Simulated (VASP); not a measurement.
Runs of VASP 6.6.1 on S. The structure is that of space group Pm-3m (No. 221), or close to it. The cells are those of the table. 

| cell | gap on the mesh (eV) | pressure (GPa) |
| --- | --- | --- |
| a = 2.515 Å, 1 atom | none | 3.4 |
| a = 2.486 Å, 1 atom | none | 7.3 |
| a = 2.531 Å, 1 atom | none | (a) |
| a = 2.500 Å, 1 atom | none | 5.3 |
| a = 2.549 Å, 1 atom | none | (b) |

Alike in all rows: task single point; level PBE+D3(BJ); potentials or basis VASP PAW PBE potentials, release 64 (S); no spin polarisation; k mesh 15 × 15 × 15; cutoff (eV) 520; smearing fermi-dirac 0.1 eV.

Q: Fill in the values left out.

A: (a) 1.4; (b) -0.6.

Caveats: three body term missing; pairwise dispersion overbinds metals, which lowers pressure and volume.

A gap of «none» marks levels without a gap at the run's occupations.
